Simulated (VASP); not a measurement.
**SrMg5: single point with LDA**

Crystal: SrMg5.

```
Sr Mg
1.0
     3.52198    0.00000    0.00000
    -1.76099    3.05013    0.00000
     0.00000    0.00000   15.37719
Sr Mg
1 5
Cartesian
  1.7610 1.0167 0.0000
  0.0000 0.0000 12.4123
  1.7610 1.0167 10.0584
  0.0000 0.0000 7.6886
  1.7610 1.0167 5.3188
  0.0000 0.0000 2.9649
```

* Program: VASP 6.6.1
* Task: single point
* Functional: LDA
* Potentials or basis: VASP PAW LDA potentials, release 64 (Sr_sv, Mg)
* Cutoff: 520 eV
* k mesh: 8 × 8 × 2
* Occupations: gaussian, width 0.1 eV
* Spin: no spin polarisation

| Quantity | Value |
| --- | --- |
| Pressure | -1.8 GPa |
| Largest force | 0.151 eV/Å |
| Band gap on the k mesh | zero (band 10 reaches 2.58 eV, above the bottom of band 11 at 1.37 eV) |

Forces in eV/Å, atoms in the order of the input:
```
Sr   0.000  0.000  0.000
Mg   0.000  0.000  0.151
Mg   0.000  0.000 -0.045
Mg   0.000  0.000  0.000
Mg   0.000  0.000  0.045
Mg   0.000  0.000 -0.151
```

Stress tensor (GPa, compression positive):
```
-2.54  0.00  0.00
 0.00 -2.54  0.00
 0.00  0.00 -0.34
```

Levels at points of the mesh, in eV from the Fermi level:
| k point | band 7 | band 8 | band 9 | band 10 | band 11 | band 12 | band 13 | band 14 |
| --- | --- | --- | --- | --- | --- | --- | --- | --- |
| (0.00, 0.00, 0.00) | -4.95 | -3.31 | -3.03 | -0.59 | -0.29 | 2.34 | 3.17 | 3.17 |
| (0.50, 0.00, 0.00) | -1.98 | -1.67 | -1.38 | -0.69 | -0.59 | -0.25 | 0.61 | 1.37 |
| (0.00, 0.00, 0.50) | -4.65 | -4.01 | -1.98 | -1.70 | 0.38 | 2.18 | 3.17 | 3.17 |
| (0.50, 0.00, 0.50) | -2.02 | -1.67 | -1.19 | -0.91 | -0.72 | 0.23 | 0.59 | 0.68 |

Run time: 67 s on 1 thread of Intel(R) Xeon(R) Platinum 8488C (Sapphire Rapids) (shared host), peak memory 0.27 GiB.
